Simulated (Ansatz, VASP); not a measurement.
**BN: VASP beside Ansatz**

```
B N
1.0
     0.00000    3.27269    2.16883
     1.27892    0.00000    2.16883
     1.27892    3.27269    0.00000
B N
1 1
Direct
  0.00011 0.00011 0.99989
  0.66659 0.66659 0.33341
```

Change from the starting cell: strain +0.0200 x Voigt [1, -1, 0, 0, 0, 0], atoms carried along.

Alike in both runs: task single point; functional PBE; dispersion D3(BJ); k mesh 12 × 12 × 12; occupations gaussian, width 0.05 eV; no spin polarisation.

|  | VASP | Ansatz |
| --- | --- | --- |
| version | VASP 6.6.1 | Ansatz 0.2.0 |
| potentials or method | VASP PAW PBE potentials, release 64 (B, N), cutoff 520 eV | scalar-relativistic, plane waves, PAW |
| valence electrons in the cell | 8 | 8 |

```tsv
	VASP	Ansatz	Ansatz less VASP
gap on the k mesh at the Fermi level (eV)	3.50	3.51	+0.007
least direct gap on the mesh (eV)	4.43	4.43	+0.003
pressure (GPa)	-6.6	-6.7	-0.07
traceless stress, the component that is largest in VASP (GPa)	-10.52	-10.60	-0.079
rms of the force components (eV/Å)	0.124	0.123	-0.0003
```

Atom by atom the forces differ by 0.000 eV/Å (rms over components).
